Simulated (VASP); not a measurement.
# Be (P6_3/mmc) in VASP: a series of runs

Runs on Be. Level: PBE. Tasks: relaxation of shape and atoms at fixed volume, relaxation of cell and atoms.

Program: VASP 6.6.1. These are calculated values, not measurements. Logs are shortened: lines on timing, memory, paths and dates and some standing lists are left out, and cuts for length are marked.

## Step 1: The cell of the first run

The structure is hexagonal, space group P6_3/mmc (No. 194). Conventional cell: a = 2.216 Å, b = 2.216 Å, c = 3.497 Å, α = 90.00°, β = 90.00°, γ = 120.00°. Be (site symmetry -6m2) has 12 Be at 2.17 to 2.22 Å within 2.9 Å.

## Step 2: Relaxation of shape and atoms at fixed volume, PBE (7.43 Å³/atom)

Contents of INCAR:

```
SYSTEM = Be
ALGO = Normal
EDIFF = 1E-6
EDIFFG = -0.01
ENCUT = 600
GGA = PE
IBRION = 2
ISIF = 4
ISMEAR = 0
LASPH = .True.
LCHARG = .False.
LREAL = .False.
LWAVE = .False.
NELM = 60
NSW = 50
PREC = Accurate
SIGMA = 0.1
```

Contents of KPOINTS:

```
k-points
0
Gamma
  21 21 12
  0 0 0
```

Contents of POSCAR:

```
Be
1.0
    2.2155950743      0.0000000000      0.0000000000
   -1.1077975371      1.9187616188      0.0000000000
    0.0000000000      0.0000000000      3.4968064425
Be
2
Direct
    0.3333333333      0.6666666667      0.2500000000
    0.6666666667      0.3333333333      0.7500000000
```

Potentials or basis: VASP PAW PBE potentials, release 64 (Be).

Command:

```console
cat potpaw_PBE.64/Be/POTCAR > POTCAR
mpirun -np 1 vasp_std > vasp.out
```

OUTCAR:

```text
SYSTEM = Be
   EDIFF = 1E-6
   EDIFFG = -0.01
   ENCUT = 600
   GGA = PE
   IBRION = 2
   ISIF = 4
   ISMEAR = 0
   LASPH = .True.
   LREAL = .False.
   NELM = 60
   NSW = 50
   PREC = Accurate

 ion  position               nearest neighbor table
   1  0.333  0.667  0.250-   2 2.17   2 2.17   2 2.17   2 2.17   2 2.17   2 2.17
   2  0.667  0.333  0.750-   1 2.17   1 2.17   1 2.17   1 2.17   1 2.17   1 2.17

  LATTYP: Found a hexagonal cell.
 ALAT       =     2.2155950743
 C/A-ratio  =     1.5782696410

  Lattice vectors:

 A1 = (   2.2155950743,   0.0000000000,   0.0000000000)
 A2 = (  -1.1077975371,   1.9187616188,   0.0000000000)
 A3 = (   0.0000000000,   0.0000000000,   3.4968064425)

Analysis of symmetry for initial positions (statically):
=====================================================================
 Subroutine PRICEL returns:
 Original cell was already a primitive cell.

 Routine SETGRP: Setting up the symmetry group for a
 hexagonal supercell.

 Subroutine GETGRP returns: Found 24 space group operations
 (whereof 12 operations were pure point group operations)
 out of a pool of 24 trial point group operations.

The static configuration has the point symmetry D_3d.
 The point group associated with its full space group is D_6h.

Analysis of symmetry for dynamics (positions and initial velocities):
=====================================================================
 Subroutine PRICEL returns:
 Original cell was already a primitive cell.

 Routine SETGRP: Setting up the symmetry group for a
 hexagonal supercell.

 Subroutine GETGRP returns: Found 24 space group operations
 (whereof 12 operations were pure point group operations)
 out of a pool of 24 trial point group operations.

The dynamic configuration has the point symmetry D_3d.
 The point group associated with its full space group is D_6h.

 Subroutine INISYM returns: Found 24 space group operations
 (whereof 12 operations are pure point group operations),
 and found     1 'primitive' translations

[... 152 lines left out ...]
  Total        0.7791920      0.7791920      0.8404633      0.0000000     -0.0000000      0.0000000
  in kB       83.9792626     83.9792626     90.5829260      0.0000000     -0.0000000      0.0000000
  external PRESSURE =      86.1804837 kB  Pullay stress =       0.0000000 kB

 VOLUME and BASIS-vectors are now :
 -----------------------------------------------------------------------------
  energy-cutoff  :      600.00
  volume of cell :       14.87
      direct lattice vectors                 reciprocal lattice vectors
     2.215595074  0.000000000  0.000000000     0.451346012  0.260584741  0.000000000
    -1.107797537  1.918761619  0.000000000     0.000000000  0.521169483  0.000000000
     0.000000000  0.000000000  3.496806443     0.000000000  0.000000000  0.285975222

 POSITION                                       TOTAL-FORCE (eV/Angst)
 -----------------------------------------------------------------------------------
     -0.00000      1.27917      0.87420        -0.000000     -0.000000      0.000000
      1.10780      0.63959      2.62260         0.000000      0.000000      0.000000
 -----------------------------------------------------------------------------------
    total drift:                                0.000000     -0.000000      0.000000

  FREE ENERGIE OF THE ION-ELECTRON SYSTEM (eV)
  ---------------------------------------------------
  free  energy   TOTEN  =        -7.5057503554 eV

  energy  without entropy=       -7.5043342292  energy(sigma->0) =       -7.50504229

--------------------------------------- Ionic step        2  -------------------------------------------

 number of electron       4.0000000 magnetization

 Free energy of the ion-electron system (eV)
  ---------------------------------------------------
  ext. energy  EPLUGINS =         0.00000000
  ---------------------------------------------------
  free energy    TOTEN  =        -7.50578305 eV

  energy without entropy =       -7.50437573  energy(sigma->0) =       -7.50507939

 E-fermi :   7.5883     XC(G=0): -10.8104

 val. band max:        7.5775778167   @ k =   0.3333   0.0476   0.0000
 cond. band min:       7.6215524315   @ k =   0.3333   0.2857   0.0833
 fundamental gap:      0.0439746148
 Fermi energy:         7.5883196350

 k-point     1 :       0.0000    0.0000    0.0000
  band No.  band energies     occupation
      1      -4.1511      2.00000
      2       2.8384      2.00000
      3       8.8036      0.00000
      4      24.4127      0.00000
      5      24.4127      0.00000
      6      27.3641      0.00000
[... 199 lines left out ...]
 k-point    24 :       0.1905    0.0952    0.0000
  band No.  band energies     occupation
      1      -2.2751      2.00000
      2       5.3295      2.00000
      3       9.0304      0.00000
      4      16.2188      0.00000
      5      18.6563      0.00000
      6      24.5897      0.00000

 [... further k-points ...]

------------------------ aborting loop because EDIFF is reached ----------------------------------------

  FORCE on cell =-STRESS in cart. coord.  units (eV):
  Direction    XX          YY          ZZ          XY          YZ          ZX
  --------------------------------------------------------------------------------------
  -------------------------------------------------------------------------------------
  Total        0.7959107      0.7959107      0.8016506      0.0000000     -0.0000000     -0.0000000
  in kB       85.7811595     85.7811595     86.3997918      0.0000000     -0.0000000     -0.0000000
  external PRESSURE =      85.9873702 kB  Pullay stress =       0.0000000 kB

 VOLUME and BASIS-vectors are now :
 -----------------------------------------------------------------------------
  energy-cutoff  :      600.00
  volume of cell :       14.87
      direct lattice vectors                 reciprocal lattice vectors
     2.214504102  0.000000000  0.000000000     0.451568367  0.260713118 -0.000000000
    -1.107252051  1.917816809 -0.000000000    -0.000000000  0.521426236  0.000000000
     0.000000000 -0.000000000  3.500252686    -0.000000000  0.000000000  0.285693660

 POSITION                                       TOTAL-FORCE (eV/Angst)
 -----------------------------------------------------------------------------------
     -0.00000      1.27854      0.87506        -0.000000      0.000000      0.000000
      1.10725      0.63927      2.62519         0.000000     -0.000000      0.000000
 -----------------------------------------------------------------------------------
    total drift:                                0.000000     -0.000000      0.000000

  FREE ENERGIE OF THE ION-ELECTRON SYSTEM (eV)
  ---------------------------------------------------
  free  energy   TOTEN  =        -7.5057830511 eV

  energy  without entropy=       -7.5043757292  energy(sigma->0) =       -7.50507939

 reached required accuracy - stopping structural energy minimisation
```

Run time: 12 s. Hardware: 1 thread of Intel Xeon 6975P-C (Granite Rapids), shared host; peak memory 0.14 GiB.

Results:

| Item | Value |
| --- | --- |
| Free energy | -7.5058 eV |
| Energy gained by relaxing | 0.0 meV/atom |
| Ionic steps | 2 |
| Pressure after relaxing | 8.6 GPa |
| Band gap on the k mesh | zero (bands 2 and 3 overlap by 2.15 eV) |

Final structure:
```
CELL_PARAMETERS angstrom
2.21450 0.00000 0.00000
-1.10725 1.91782 0.00000
0.00000 0.00000 3.50025
ATOMIC_POSITIONS crystal
Be 0.33333 0.66667 0.25000
Be 0.66667 0.33333 0.75000
```

## Step 3: Relaxation of shape and atoms at fixed volume, PBE (7.67 Å³/atom)

This run uses another cell than the first one, of 7.67 Å³/atom.

Contents of INCAR:

```
  PREC = Accurate
  ENCUT = 600
  EDIFF = 1E-6
  ISMEAR = 0
  SIGMA = 0.1
  LREAL = F
  LASPH = T
  NELM = 100
  ALGO = Fast
  ISIF = 4
  LWAVE = F
  LCHARG = F
  GGA = PE
  IBRION = 2
  NSW = 50
  EDIFFG = -0.01
```

Contents of KPOINTS:

```
regular mesh
0
Gamma
  21 21 12
```

Contents of POSCAR:

```
Be
1.0
    2.2398408176      0.0000000000      0.0000000000
   -1.1199204088      1.9397590485      0.0000000000
    0.0000000000      0.0000000000      3.5307091799
Be
2
Direct
    0.3333333333      0.6666666667      0.2500000000
    0.6666666667      0.3333333333      0.7500000000
```

Potentials or basis: VASP PAW PBE potentials, release 64 (Be).

Command:

```console
cat potpaw_PBE.64/Be/POTCAR > POTCAR
mpirun -np 1 vasp_std > vasp.out
```

OUTCAR:

```text
PREC = Accurate
   ENCUT = 600
   EDIFF = 1E-6
   ISMEAR = 0
   LREAL = F
   LASPH = T
   NELM = 100
   ISIF = 4
   GGA = PE
   IBRION = 2
   NSW = 50
   EDIFFG = -0.01

 ion  position               nearest neighbor table
   1  0.333  0.667  0.250-   2 2.19   2 2.19   2 2.19   2 2.19   2 2.19   2 2.19
   2  0.667  0.333  0.750-   1 2.19   1 2.19   1 2.19   1 2.19   1 2.19   1 2.19

  LATTYP: Found a hexagonal cell.
 ALAT       =     2.2398408176
 C/A-ratio  =     1.5763214743

[... 457 lines left out ...]

  FORCE on cell =-STRESS in cart. coord.  units (eV):
  Direction    XX          YY          ZZ          XY          YZ          ZX
  --------------------------------------------------------------------------------------
  -------------------------------------------------------------------------------------
  Total        0.3899967      0.3899967      0.3971790     -0.0000000     -0.0000000      0.0000000
  in kB       40.7328327     40.7328327     41.4829824     -0.0000000     -0.0000000      0.0000000
  external PRESSURE =      40.9828826 kB  Pullay stress =       0.0000000 kB

 VOLUME and BASIS-vectors are now :
 -----------------------------------------------------------------------------
  energy-cutoff  :      600.00
  volume of cell :       15.34
      direct lattice vectors                 reciprocal lattice vectors
     2.238851953  0.000000000  0.000000000     0.446657493  0.257877824 -0.000000000
    -1.119425977  1.938902667 -0.000000000     0.000000000  0.515755647  0.000000000
     0.000000000  0.000000000  3.533828782    -0.000000000  0.000000000  0.282979188

 POSITION                                       TOTAL-FORCE (eV/Angst)
 -----------------------------------------------------------------------------------
     -0.00000      1.29260      0.88346         0.000000     -0.000000      0.000000
      1.11943      0.64630      2.65037        -0.000000      0.000000      0.000000
 -----------------------------------------------------------------------------------
    total drift:                                0.000000     -0.000000      0.000000

  FREE ENERGIE OF THE ION-ELECTRON SYSTEM (eV)
  ---------------------------------------------------
  free  energy   TOTEN  =        -7.5244184148 eV

  energy  without entropy=       -7.5229443434  energy(sigma->0) =       -7.52368138

 reached required accuracy - stopping structural energy minimisation
```

CONTCAR:

```text
Be
   1.00000000000000
     2.2388519531736426    0.0000000000000000    0.0000000000000000
    -1.1194259765868213    1.9389026667863194   -0.0000000000000000
     0.0000000000000000    0.0000000000000000    3.5338287821118137
  Be
     2
Direct
     0.3333333332999970    0.6666666667000030    0.2500000000000000
     0.6666666667000030    0.3333333332999970    0.7500000000000000

  0.00000000E+00  0.00000000E+00  0.00000000E+00
  0.00000000E+00  0.00000000E+00  0.00000000E+00
```

Run time: 13 s. Hardware: 1 thread of Intel Xeon 6975P-C (Granite Rapids), shared host; peak memory 0.15 GiB.

Results:

```
Free energy               : -7.5244 eV
Energy gained by relaxing : 0.0 meV/atom
Ionic steps               : 2
Pressure after relaxing   : 4.1 GPa
Band gap on the k mesh    : zero (bands 2 and 3 overlap by 2.12 eV)
```

Final structure:
```cif
data_structure
_symmetry_space_group_name_H-M 'P 1'
_symmetry_Int_Tables_number 1
_cell_length_a 2.2389
_cell_length_b 2.2389
_cell_length_c 3.5338
_cell_angle_alpha 90.000
_cell_angle_beta 90.000
_cell_angle_gamma 120.000
_cell_volume 15.34
loop_
_atom_site_label
_atom_site_type_symbol
_atom_site_fract_x
_atom_site_fract_y
_atom_site_fract_z
_atom_site_occupancy
Be1 Be 0.33333 0.66667 0.25000 1
Be2 Be 0.66667 0.33333 0.75000 1
```

Levels at points of the mesh, in eV from the Fermi level:
```tsv
k point	band 1	band 2	band 3	band 4	band 5	band 6
(0.00, 0.00, 0.00)	-11.56	-4.62	1.13	16.39	16.39	19.28
(0.00, 0.00, 0.50)	-9.38	-9.38	10.85	10.85	18.07	18.07
```

## Step 4: Relaxation of cell and atoms, PBE

This run uses another cell than the first one, of 8.11 Å³/atom.

Contents of INCAR:

```
SYSTEM = Be
ALGO     = Normal         ! electronic algorithm
EDIFF    = 1E-6           ! SCF threshold, eV
EDIFFG   = -0.002         ! ionic threshold
ENCUT    = 600            ! plane-wave cutoff, eV
GGA      = PE             ! functional
IBRION   = 2              ! ionic algorithm
ISIF     = 3              ! what is computed and relaxed
ISMEAR   = 0              ! smearing method
LASPH    = .TRUE.         ! aspherical terms in the spheres
LCHARG   = .FALSE.        ! write CHGCAR
LREAL    = .FALSE.        ! projectors in reciprocal space
LWAVE    = .FALSE.        ! write WAVECAR
NELM     = 80             ! most SCF steps
NSW      = 100            ! ionic steps
PREC     = Accurate       ! precision mode
SIGMA    = 0.1            ! smearing width, eV
```

Contents of KPOINTS:

```
k-points
0
G
  21 21 12
  0 0 0
```

Contents of POSCAR:

```
Be
1.0
    2.2853000000      0.0000000000      0.0000000000
   -1.1426500000      1.9791278553      0.0000000000
    0.0000000000      0.0000000000      3.5842000000
Be
2
Direct
    0.3333333333      0.6666666667      0.2500000000
    0.6666666667      0.3333333333      0.7500000000
```

Command:

```console
cat potpaw_PBE.64/Be/POTCAR > POTCAR
mpirun -np 1 vasp_std > vasp.out
```

Run time: 27 s. Hardware: 1 thread of Intel Xeon 6975P-C (Granite Rapids), shared host; peak memory 0.15 GiB.

It converged, with:

| Item | Value |
| --- | --- |
| Free energy | -7.5306 eV |
| Relaxed volume | 7.92 Å³/atom |
| Relaxed cell | a = 2.264 Å, b = 2.264 Å, c = 3.568 Å, α = 90.00°, β = 90.00°, γ = 120.00° |
| Space group after relaxing (to 0.1 Å) | P6_3/mmc (No. 194) |
| Energy gained by relaxing | 1.8 meV/atom |
| Ionic steps | 8 |
| Pressure after relaxing | 0.0 GPa |
| Band gap on the k mesh | zero (bands 2 and 3 overlap by 2.08 eV) |

The path:
```
step  energy change (eV)  largest force (eV/Å)  pressure (GPa)  volume (Å³)
   1              0.0000                0.0000           -2.73        16.21
   2             -0.0034                0.0000           -0.41        15.89
   3             -0.0035                0.0000            0.04        15.83
   4             -0.0035                0.0000            0.10        15.82
   5             -0.0035                0.0000            0.05        15.83
   6             -0.0035                0.0000            0.05        15.83
   7             -0.0035                0.0000            0.05        15.83
   8             -0.0035                0.0000            0.00        15.83
```

Final structure:
```
Be
1.0
     2.26353    0.00000    0.00000
    -1.13177    1.96028    0.00000
     0.00000    0.00000    3.56827
Be
2
Direct
  0.33333 0.66667 0.25000
  0.66667 0.33333 0.75000
```

Levels at points of the mesh, in eV from the Fermi level:
| k point | band 1 | band 2 | band 3 | band 4 | band 5 | band 6 |
| --- | --- | --- | --- | --- | --- | --- |
| (0.00, 0.00, 0.00) | -11.39 | -4.49 | 1.05 | 15.96 | 15.96 | 18.80 |
| (0.00, 0.00, 0.50) | -9.23 | -9.23 | 10.62 | 10.62 | 17.60 | 17.60 |

## Step 5: Relaxation of shape and atoms at fixed volume, PBE (8.14 Å³/atom)

This run uses another cell than the first one, of 8.14 Å³/atom.

Contents of INCAR:

```
SYSTEM = Be
PREC = Accurate
ENCUT = 600
EDIFF = 1E-6
ISMEAR = 0
SIGMA = 0.1
LREAL = .FALSE.
LASPH = .TRUE.
NELM = 60
ALGO = Normal
ISIF = 4
LWAVE = .FALSE.
LCHARG = .FALSE.
GGA = PE
IBRION = 2
NSW = 50
EDIFFG = -0.01
```

Contents of KPOINTS:

```
regular mesh
0
G
  21 21 12
  0 0 0
```

Contents of POSCAR:

```
Be
1.0
    2.2851023215      0.0000000000      0.0000000000
   -1.1425511608      1.9789566607      0.0000000000
    0.0000000000      0.0000000000      3.6020558605
Be
2
Direct
    0.3333333333      0.6666666667      0.2500000000
    0.6666666667      0.3333333333      0.7500000000
```

Potentials or basis: VASP PAW PBE potentials, release 64 (Be).

Command:

```console
cat potpaw_PBE.64/Be/POTCAR > POTCAR
mpirun -np 1 vasp_std > vasp.out
```

OUTCAR:

```text
SYSTEM = Be
   PREC = Accurate
   ENCUT = 600
   EDIFF = 1E-6
   ISMEAR = 0
   LREAL = .FALSE.
   LASPH = .TRUE.
   NELM = 60
   ISIF = 4
   GGA = PE
   IBRION = 2
   NSW = 50
   EDIFFG = -0.01

 ion  position               nearest neighbor table
   1  0.333  0.667  0.250-   2 2.23   2 2.23   2 2.23   2 2.23   2 2.23   2 2.23
   2  0.667  0.333  0.750-   1 2.23   1 2.23   1 2.23   1 2.23   1 2.23   1 2.23
[... 458 lines left out ...]

------------------------ aborting loop because EDIFF is reached ----------------------------------------

  FORCE on cell =-STRESS in cart. coord.  units (eV):
  Direction    XX          YY          ZZ          XY          YZ          ZX
  --------------------------------------------------------------------------------------
  -------------------------------------------------------------------------------------
  Total       -0.3342621     -0.3342621     -0.3437755      0.0000000      0.0000000      0.0000000
  in kB      -32.8779934    -32.8779934    -33.8137332      0.0000000      0.0000000      0.0000000
  external PRESSURE =     -33.1899067 kB  Pullay stress =       0.0000000 kB

 VOLUME and BASIS-vectors are now :
 -----------------------------------------------------------------------------
  energy-cutoff  :      600.00
  volume of cell :       16.29
      direct lattice vectors                 reciprocal lattice vectors
     2.285919186  0.000000000  0.000000000     0.437460784  0.252568102  0.000000000
    -1.142959593  1.979664086 -0.000000000    -0.000000000  0.505136203  0.000000000
    -0.000000000 -0.000000000  3.599481960    -0.000000000  0.000000000  0.277817756

 POSITION                                       TOTAL-FORCE (eV/Angst)
 -----------------------------------------------------------------------------------
     -0.00000      1.31978      0.89987        -0.000000      0.000000      0.000000
      1.14296      0.65989      2.69961         0.000000     -0.000000      0.000000
 -----------------------------------------------------------------------------------
    total drift:                                0.000000     -0.000000      0.000000

  FREE ENERGIE OF THE ION-ELECTRON SYSTEM (eV)
  ---------------------------------------------------
  free  energy   TOTEN  =        -7.5257484967 eV

  energy  without entropy=       -7.5241534910  energy(sigma->0) =       -7.52495099

 reached required accuracy - stopping structural energy minimisation
```

CONTCAR:

```text
Be
   1.00000000000000
     2.2859191855274403    0.0000000000004509    0.0000000000000000
    -1.1429595928133476    1.9796640856984533   -0.0000000000000000
    -0.0000000000000000   -0.0000000000000000    3.5994819601196237
  Be
     2
Direct
     0.3333333332999970    0.6666666667000030    0.2500000000000000
     0.6666666667000030    0.3333333332999970    0.7500000000000000

  0.00000000E+00  0.00000000E+00  0.00000000E+00
  0.00000000E+00  0.00000000E+00  0.00000000E+00
```

Wall time 14 s (1 thread of Intel Xeon 6975P-C (Granite Rapids), shared host); peak memory 0.14 GiB.

What came out:

```yaml
Free_energy: -7.5257 eV
Energy_gained_by_relaxing: 0.0 meV/atom
Ionic_steps: 2
Pressure_after_relaxing: -3.3 GPa
Band_gap_on_the_k_mesh: zero (bands 2 and 3 overlap by 2.06 eV)
```

Final structure:
```cif
data_structure
_symmetry_space_group_name_H-M 'P 1'
_symmetry_Int_Tables_number 1
_cell_length_a 2.2859
_cell_length_b 2.2859
_cell_length_c 3.5995
_cell_angle_alpha 90.000
_cell_angle_beta 90.000
_cell_angle_gamma 120.000
_cell_volume 16.29
loop_
_atom_site_label
_atom_site_type_symbol
_atom_site_fract_x
_atom_site_fract_y
_atom_site_fract_z
_atom_site_occupancy
Be1 Be 0.33333 0.66667 0.25000 1
Be2 Be 0.66667 0.33333 0.75000 1
```

(Continued in part 2 of 2.)
